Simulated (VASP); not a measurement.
# Cu2SiO3: single point with PBEsol

Cu2SiO3:

```
CELL_PARAMETERS angstrom
-1.37982 1.65425 6.15050
1.37982 -1.65425 6.15050
1.37982 1.65425 -6.15050
ATOMIC_POSITIONS crystal
Cu 0.68885 0.68885 0.00000
Cu 0.31115 0.31115 0.00000
Si 0.00000 0.00000 0.00000
O 0.50000 0.00000 0.50000
O 0.10075 0.60075 0.50000
O 0.89925 0.39925 0.50000
```

```
Program             : VASP 6.6.1
Task                : single point
Functional          : PBEsol
Potentials or basis : VASP PAW PBE potentials, release 64 (Cu, Si, O)
Cutoff              : 520 eV
k mesh              : 8 × 8 × 8
Occupations         : fermi-dirac, width 0.03 eV
Spin                : no spin polarisation
```

```json
{"Pressure": "0.8 GPa", "Largest force": "0.018 eV/Å", "Band gap on the k mesh": "zero (bands 22 and 23 overlap by 0.12 eV)"}
```

Forces in eV/Å, atoms in the order of the input:
```
Cu   0.000  0.000  0.016
Cu   0.000  0.000 -0.016
Si   0.000  0.000  0.000
O    0.000  0.000  0.000
O    0.000  0.000  0.018
O    0.000  0.000 -0.018
```

Stress tensor (GPa, compression positive):
```
0.60 0.00 0.00
0.00 1.60 0.00
0.00 0.00 0.34
```

Levels at points of the mesh, in eV from the Fermi level:
| k point | band 19 | band 20 | band 21 | band 22 | band 23 | band 24 | band 25 | band 26 |
| --- | --- | --- | --- | --- | --- | --- | --- | --- |
| (0.00, 0.00, 0.00) | -1.33 | -1.18 | -0.94 | -0.61 | 0.18 | 6.03 | 6.35 | 7.67 |
| (0.50, 0.00, 0.00) | -1.50 | -1.27 | -1.09 | -0.55 | 2.19 | 2.26 | 6.85 | 7.82 |
| (0.00, 0.50, 0.00) | -0.97 | -0.65 | -0.46 | -0.18 | 1.37 | 1.70 | 7.45 | 8.95 |
| (0.50, 0.50, 0.00) | -1.46 | -1.00 | -0.92 | -0.46 | 3.43 | 4.34 | 5.97 | 6.08 |
| (0.50, 0.50, 0.50) | -1.21 | -1.09 | -0.62 | -0.02 | 0.41 | 4.20 | 6.67 | 9.03 |

Run time: 14 min on 1 thread of Intel Xeon 8259CL, with other jobs on the host, peak memory 0.41 GiB.

Caveat: semilocal functionals underestimate gaps, and a narrow one can read as zero; the PAW data sets were made with another functional, which shifts forces and pressure a little; semilocal functionals often make such compounds metallic where correlation or magnetic order opens a gap, which also shifts bond lengths. With open d or f shells a metallic result of PBEsol can be an artefact of self-interaction; +U or a hybrid may open a gap.
